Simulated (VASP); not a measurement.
# ZnS (F-43m) in VASP: notebook

The runs below take ZnS through single point, with LDA, PBE.

Program: VASP 6.6.1. These are calculated values, not measurements. Logs are shortened: lines on timing, memory, paths and dates and some standing lists are left out, and cuts for length are marked.

**Experimental background.**

From “Electronic, vibrational, and thermodynamic properties of ZnS (zincblende and rocksalt structure)”, 2009, arxiv:0911.5022, for a bulk crystal of ZnS at 19 K: band gap 3.85 eV (direct).

How close the calculation comes is told below.

### 1 The cell of the first run

The structure is cubic, space group F-43m (No. 216). Conventional cell: a = 5.297 Å, b = 5.297 Å, c = 5.297 Å, α = 90.00°, β = 90.00°, γ = 90.00°. Zn (site symmetry -43m) has 4 S at 2.29 Å within 3.0 Å. S (site symmetry -43m) has 4 Zn at 2.29 Å within 3.0 Å.

### 2 Single point, LDA

Input file INCAR:

```
SYSTEM = ZnS
PREC = Accurate
ENCUT = 520
EDIFF = 1E-6
ISMEAR = -1
SIGMA = 0.05
LREAL = .False.
LASPH = .True.
NELM = 80
ALGO = Normal
ISIF = 2
LWAVE = .False.
LCHARG = .False.
GGA = CA
NBANDS = 16
```

Input file KPOINTS:

```
regular mesh
0
Gamma
  9 9 9
  0 0 0
```

Input file POSCAR:

```
ZnS
1.0
    0.0000000000      2.6486225211      2.6486225211
    2.6486225211      0.0000000000      2.6486225211
    2.6486225211      2.6486225211      0.0000000000
Zn S
1 1
Direct
    0.7500000000      0.7500000000      0.7500000000
    0.0000000000      0.0000000000      0.0000000000
```

Potentials or basis: VASP PAW LDA potentials, release 64 (Zn, S).

Started as:

```console
cat potpaw_LDA.64/Zn/POTCAR potpaw_LDA.64/S/POTCAR > POTCAR
mpirun -np 1 vasp_std > vasp.out
```

OUTCAR:

```text
SYSTEM = ZnS
   PREC = Accurate
   ENCUT = 520
   EDIFF = 1E-6
   ISMEAR = -1
   LREAL = .False.
   LASPH = .True.
   NELM = 80
   ISIF = 2
   GGA = CA

 ion  position               nearest neighbor table
   1  0.750  0.750  0.750-   2 2.29   2 2.29   2 2.29   2 2.29
   2  0.000  0.000  0.000-   1 2.29   1 2.29   1 2.29   1 2.29

  LATTYP: Found a face centered cubic cell.
 ALAT       =     5.2972450422

  Lattice vectors:

 A1 = (   0.0000000000,   2.6486225211,   2.6486225211)
 A2 = (   2.6486225211,   0.0000000000,   2.6486225211)
 A3 = (   2.6486225211,   2.6486225211,   0.0000000000)

Analysis of symmetry for initial positions (statically):
=====================================================================
 Subroutine PRICEL returns:
 Original cell was already a primitive cell.

 Routine SETGRP: Setting up the symmetry group for a
 face centered cubic supercell.

 Subroutine GETGRP returns: Found 24 space group operations
 (whereof 24 operations were pure point group operations)
 out of a pool of 48 trial point group operations.

The static configuration has the point symmetry T_d .

Analysis of symmetry for dynamics (positions and initial velocities):
=====================================================================
 Subroutine PRICEL returns:
 Original cell was already a primitive cell.

 Routine SETGRP: Setting up the symmetry group for a
 face centered cubic supercell.

 Subroutine GETGRP returns: Found 24 space group operations
 (whereof 24 operations were pure point group operations)
 out of a pool of 48 trial point group operations.

The dynamic configuration has the point symmetry T_d .

 Subroutine INISYM returns: Found 24 space group operations
 (whereof 24 operations are pure point group operations),
 and found     1 'primitive' translations

----------------------------------------------------------------------------------------

                                     Primitive cell

  volume of cell :      37.1612

  direct lattice vectors                    reciprocal lattice vectors
     0.000000000  2.648622521  2.648622521    -0.188777372  0.188777372  0.188777372
     2.648622521  0.000000000  2.648622521     0.188777372 -0.188777372  0.188777372
     2.648622521  2.648622521  0.000000000     0.188777372  0.188777372 -0.188777372

  length of vectors
     3.745717891  3.745717891  3.745717891     0.326972000  0.326972000  0.326972000

[... 73 lines left out ...]
   ICHARG =      2    charge: 1-file 2-atom 10-const
   ISPIN  =      1    spin polarized calculation?
   LNONCOLLINEAR =      F non collinear calculations
   LSORBIT =      F    spin-orbit coupling
   LASPH  =      T    aspherical Exc in radial PAW
   ENCUT  =  520.0 eV  38.22 Ry    6.18 a.u.   6.96  6.96  6.96*2*pi/ulx,y,z
   NELM   =     80;   NELMIN=  2; NELMDL= -5     # of ELM steps
   EDIFF  = 0.1E-05   stopping-criterion for ELM
   LREAL  =      F    real-space projection
   EDIFFG = 0.1E-04   stopping-criterion for IOM
   NSW    =      0    number of steps for IOM
   IBRION =     -1    ionic relax: 0-MD 1-quasi-New 2-CG
   NFREE  =      0    steps in history (QN), initial steepest desc. (CG)
   ISIF   =      2    stress and relaxation
   ISYM   =      2    0-nonsym 1-usesym 2-fastsym
   POTIM  = 0.5000    time-step for ionic-motion
   TEBEG  =    0.0;   TEEND  =   0.0 temperature during run
   PSTRESS=    0.0 pullay stress
   NELECT =      18.0000    total number of electrons
   NUPDOWN=      -1.0000    fix difference up-down
   EMIN   =  10.00;   EMAX   =-10.00  energy-range for DOS
   EFERMI =   0.00;   METHOD = LEGACY
   ISMEAR =    -1;   SIGMA  =   0.05  broadening in eV -4-tet -1-fermi 0-gaus
   EFERMI_NEDOS =   21; number of points for ismear=-14 and -15
   IALGO  =     38    algorithm
   IMIX   =      4    mixing-type and parameters
     AMIX     =   0.40;   BMIX     =  1.00
     AMIX_MAG =   1.60;   BMIX_MAG =  1.00
  volume/ion in A,a.u.               =      18.58       125.39
  Fermi-wavevector in a.u.,A,eV,Ry     =   1.285688  2.429598 22.490345  1.652994
  Thomas-Fermi vector in A             =   2.417807
   LORBIT       =      0    0 simple, 1 ext, 2 COOP (PROOUT), +10 PAW based schemes
   GGA     = CA    functional components
   LHFCALC =     F    Hartree Fock is set to
   AEXX    =    0.0000 exact exchange contribution
   IVDW    =     0    specifies the selected vdW correction
   LEPSILON=     F    determine dielectric tensor
   LRPA    =     F    only Hartree local field effects (RPA)
 non-spin polarized calculation
  energy-cutoff  :      520.00
  volume of cell :       37.16
 maximum number of plane-waves:      1018
   NGX = 13   NGY = 13   NGZ = 13

 number of electron      18.0000014 magnetization

 Free energy of the ion-electron system (eV)
  ---------------------------------------------------
  ext. energy  EPLUGINS =         0.00000000
  ---------------------------------------------------
  free energy    TOTEN  =        -8.20779826 eV

  energy without entropy =       -8.20779826  energy(sigma->0) =       -8.20779826

 E-fermi :   3.5372     XC(G=0): -10.3152

 val. band max:        2.5108732966   @ k =   0.0000   0.0000   0.0000
 cond. band min:       4.6698932785   @ k =   0.0000   0.0000   0.0000
 fundamental gap:      2.1590199818
 Fermi energy:         3.5371665586

 k-point     1 :       0.0000    0.0000    0.0000
  band No.  band energies     occupation
      1     -11.0348      2.00000
      2      -4.2446      2.00000
      3      -4.2446      2.00000
      4      -4.2446      2.00000
      5      -3.6917      2.00000
      6      -3.6917      2.00000
[... 433 lines left out ...]
      3      -3.8775      2.00000
      4      -3.8775      2.00000
      5      -3.6067      2.00000
      6      -3.5186      2.00000
[... 8 lines left out ...]
     15      16.2562      0.00000
     16      17.7371      0.00000

 [... further k-points ...]
[... 5 lines left out ...]
  --------------------------------------------------------------------------------------
  -------------------------------------------------------------------------------------
  Total        0.0480770      0.0480770      0.0480770      0.0000000      0.0000000     -0.0000000
  in kB        2.0728033      2.0728033      2.0728033      0.0000000      0.0000000     -0.0000000
  external PRESSURE =       2.0728033 kB  Pullay stress =       0.0000000 kB

 VOLUME and BASIS-vectors are now :
 -----------------------------------------------------------------------------
  energy-cutoff  :      520.00
  volume of cell :       37.16
      direct lattice vectors                 reciprocal lattice vectors
     0.000000000  2.648622521  2.648622521    -0.188777372  0.188777372  0.188777372
     2.648622521  0.000000000  2.648622521     0.188777372 -0.188777372  0.188777372
     2.648622521  2.648622521  0.000000000     0.188777372  0.188777372 -0.188777372

 POSITION                                       TOTAL-FORCE (eV/Angst)
 -----------------------------------------------------------------------------------
      3.97293      3.97293      3.97293         0.000000      0.000000      0.000000
      0.00000      0.00000      0.00000        -0.000000     -0.000000     -0.000000
 -----------------------------------------------------------------------------------
    total drift:                                0.000001      0.000001      0.000001

  FREE ENERGIE OF THE ION-ELECTRON SYSTEM (eV)
  ---------------------------------------------------
  free  energy   TOTEN  =        -8.2077982620 eV

  energy  without entropy=       -8.2077982620  energy(sigma->0) =       -8.20779826
```

OSZICAR:

```text
N       E                     dE             d eps       ncg     rms          rms(c)
DAV:   1     0.843705601065E+02    0.84371E+02   -0.85706E+03  1120   0.135E+03
DAV:   2    -0.329691700293E+01   -0.87667E+02   -0.81523E+02  1304   0.266E+02
DAV:   3    -0.859574625133E+01   -0.52988E+01   -0.52770E+01  1408   0.619E+01
DAV:   4    -0.864547048360E+01   -0.49724E-01   -0.49715E-01  1360   0.627E+00
DAV:   5    -0.864599345772E+01   -0.52297E-03   -0.52296E-03  1408   0.614E-01    0.766E+00
DAV:   6    -0.824473717475E+01    0.40126E+00   -0.74951E-01  1664   0.318E+01    0.589E+00
DAV:   7    -0.821458761826E+01    0.30150E-01   -0.23804E-01  1448   0.502E+00    0.278E+00
DAV:   8    -0.820833614029E+01    0.62515E-02   -0.55597E-03  1632   0.129E+00    0.619E-01
DAV:   9    -0.820778715045E+01    0.54899E-03   -0.12003E-03  1392   0.255E-01    0.798E-02
DAV:  10    -0.820780228062E+01   -0.15130E-04   -0.95545E-05  1368   0.881E-02    0.270E-02
DAV:  11    -0.820779814239E+01    0.41382E-05   -0.12321E-05  1704   0.699E-02    0.504E-03
DAV:  12    -0.820779826202E+01   -0.11963E-06   -0.12963E-06   928   0.108E-02
   1 F= -.82077983E+01 E0= -.82077983E+01  d E =-.172141E-10
```

It took 9 s on 1 thread of Intel Xeon 6975P-C (Granite Rapids), shared host; peak memory 0.14 GiB.

Results:

| Property | Result |
| --- | --- |
| Free energy | -8.2078 eV |
| Pressure | 0.2 GPa |
| Band gap on the k mesh | 2.16 eV, direct |

### 3 Single point, PBE

This run uses another cell than the first one, of 19.73 Å³/atom, 1.062 times its volume.

Input file INCAR:

```
  ALGO = Normal
  EDIFF = 1E-6
  ENCUT = 520
  GGA = PE
  ISIF = 2
  ISMEAR = 0
  LASPH = True
  LCHARG = False
  LREAL = False
  LWAVE = False
  NBANDS = 16
  NELM = 60
  PREC = Accurate
  SIGMA = 0.014
```

Input file KPOINTS:

```
k-points
0
Gamma
  9 9 9
```

Input file POSCAR:

```
ZnS
1.0
    0.0000000000      2.7020000000      2.7020000000
    2.7020000000      0.0000000000      2.7020000000
    2.7020000000      2.7020000000      0.0000000000
Zn S
1 1
Direct
    0.7500000000      0.7500000000      0.7500000000
    0.0000000000      0.0000000000      0.0000000000
```

Potentials or basis: VASP PAW PBE potentials, release 64 (Zn, S).

Started as:

```console
cat potpaw_PBE.64/Zn/POTCAR potpaw_PBE.64/S/POTCAR > POTCAR
mpirun -np 1 vasp_std > vasp.out
```

OUTCAR:

```text
EDIFF = 1E-6
   ENCUT = 520
   GGA = PE
   ISIF = 2
   ISMEAR = 0
   LASPH = True
   LREAL = False
   NELM = 60
   PREC = Accurate

 ion  position               nearest neighbor table
   1  0.750  0.750  0.750-   2 2.34   2 2.34   2 2.34   2 2.34
   2  0.000  0.000  0.000-   1 2.34   1 2.34   1 2.34   1 2.34

  LATTYP: Found a face centered cubic cell.
 ALAT       =     5.4040000000

  Lattice vectors:

 A1 = (   0.0000000000,   2.7020000000,   2.7020000000)
 A2 = (   2.7020000000,   0.0000000000,   2.7020000000)
 A3 = (   2.7020000000,   2.7020000000,   0.0000000000)

Analysis of symmetry for initial positions (statically):
=====================================================================
 Subroutine PRICEL returns:
 Original cell was already a primitive cell.

 Routine SETGRP: Setting up the symmetry group for a
 face centered cubic supercell.

 Subroutine GETGRP returns: Found 24 space group operations
 (whereof 24 operations were pure point group operations)
 out of a pool of 48 trial point group operations.

The static configuration has the point symmetry T_d .

Analysis of symmetry for dynamics (positions and initial velocities):
=====================================================================
 Subroutine PRICEL returns:
 Original cell was already a primitive cell.

 Routine SETGRP: Setting up the symmetry group for a
 face centered cubic supercell.

 Subroutine GETGRP returns: Found 24 space group operations
 (whereof 24 operations were pure point group operations)
 out of a pool of 48 trial point group operations.

The dynamic configuration has the point symmetry T_d .

 Subroutine INISYM returns: Found 24 space group operations
 (whereof 24 operations are pure point group operations),
 and found     1 'primitive' translations

[... 106 lines left out ...]
   NUPDOWN=      -1.0000    fix difference up-down
   EMIN   =  10.00;   EMAX   =-10.00  energy-range for DOS
   EFERMI =   0.00;   METHOD = LEGACY
   ISMEAR =     0;   SIGMA  =   0.01  broadening in eV -4-tet -1-fermi 0-gaus
   EFERMI_NEDOS =   21; number of points for ismear=-14 and -15
   IALGO  =     38    algorithm
   IMIX   =      4    mixing-type and parameters
     AMIX     =   0.40;   BMIX     =  1.00
     AMIX_MAG =   1.60;   BMIX_MAG =  1.00
  volume/ion in A,a.u.               =      19.73       133.12
  Fermi-wavevector in a.u.,A,eV,Ry     =   1.260290  2.381602 21.610537  1.588330
  Thomas-Fermi vector in A             =   2.393807
   LORBIT       =      0    0 simple, 1 ext, 2 COOP (PROOUT), +10 PAW based schemes
   GGA     = PE    functional components
   LHFCALC =     F    Hartree Fock is set to
   AEXX    =    0.0000 exact exchange contribution
   IVDW    =     0    specifies the selected vdW correction
   LEPSILON=     F    determine dielectric tensor
   LRPA    =     F    only Hartree local field effects (RPA)
 non-spin polarized calculation
 Gauss-broadening in eV      SIGMA  =   0.01
  energy-cutoff  :      520.00
  volume of cell :       39.45
 maximum number of plane-waves:      1073
   NGX = 15   NGY = 15   NGZ = 15

 number of electron      18.0000000 magnetization

 Free energy of the ion-electron system (eV)
  ---------------------------------------------------
  ext. energy  EPLUGINS =         0.00000000
  ---------------------------------------------------
  free energy    TOTEN  =        -6.84725757 eV

  energy without entropy =       -6.84725757  energy(sigma->0) =       -6.84725757

 E-fermi :   2.2299     XC(G=0):  -9.6303

 val. band max:        2.1067177803   @ k =   0.0000   0.0000   0.0000
 cond. band min:       4.2208762989   @ k =   0.0000   0.0000   0.0000
 fundamental gap:      2.1141585186
 Fermi energy:         2.2299433011

 k-point     1 :       0.0000    0.0000    0.0000
  band No.  band energies     occupation
      1     -11.0335      2.00000
      2      -4.2323      2.00000
      3      -4.2323      2.00000
      4      -4.2323      2.00000
      5      -3.7341      2.00000
      6      -3.7341      2.00000
[... 433 lines left out ...]
      3      -3.9033      2.00000
      4      -3.9033      2.00000
      5      -3.6609      2.00000
      6      -3.5772      2.00000
[... 8 lines left out ...]
     15      15.7285      0.00000
     16      17.1418      0.00000

 [... further k-points ...]
[... 5 lines left out ...]
  --------------------------------------------------------------------------------------
  -------------------------------------------------------------------------------------
  Total        0.4332156      0.4332156      0.4332156      0.0000000      0.0000000     -0.0000000
  in kB       17.5925431     17.5925431     17.5925431      0.0000000      0.0000000     -0.0000000
  external PRESSURE =      17.5925431 kB  Pullay stress =       0.0000000 kB

 VOLUME and BASIS-vectors are now :
 -----------------------------------------------------------------------------
  energy-cutoff  :      520.00
  volume of cell :       39.45
      direct lattice vectors                 reciprocal lattice vectors
     0.000000000  2.702000000  2.702000000    -0.185048113  0.185048113  0.185048113
     2.702000000  0.000000000  2.702000000     0.185048113 -0.185048113  0.185048113
     2.702000000  2.702000000  0.000000000     0.185048113  0.185048113 -0.185048113

 POSITION                                       TOTAL-FORCE (eV/Angst)
 -----------------------------------------------------------------------------------
      4.05300      4.05300      4.05300         0.000000      0.000000      0.000000
      0.00000      0.00000      0.00000        -0.000000     -0.000000     -0.000000
 -----------------------------------------------------------------------------------
    total drift:                                0.000001      0.000001      0.000001

  FREE ENERGIE OF THE ION-ELECTRON SYSTEM (eV)
  ---------------------------------------------------
  free  energy   TOTEN  =        -6.8472575740 eV

  energy  without entropy=       -6.8472575740  energy(sigma->0) =       -6.84725757
```

Run time: 8.7 s. Hardware: 1 thread of Intel Xeon 6975P-C (Granite Rapids), shared host; peak memory 0.16 GiB.

Results:

```yaml
Free_energy: -6.8473 eV
Pressure: 1.8 GPa
Band_gap_on_the_k_mesh: 2.11 eV, direct
```

### 4 Against experiment

Step 2. Against the measured gap of ZnS, 3.85 eV (direct; 19 K; quoted in “Electronic, vibrational, and thermodynamic properties of ZnS (zincblende and rocksalt structure)”, 2009, arxiv:0911.5022), the calculated 2.16 eV is off by -1.69 eV. The value is that of LDA, without temperature or zero-point motion. Semilocal functionals fall short of measured gaps as a rule.

Step 3. Measured gap of ZnS: 3.85 eV (direct; 19 K; quoted in “Electronic, vibrational, and thermodynamic properties of ZnS (zincblende and rocksalt structure)”, 2009, arxiv:0911.5022). This calculation gives 2.11 eV (-1.74 eV). The value is that of PBE, without temperature or zero-point motion. Semilocal functionals fall short of measured gaps as a rule.
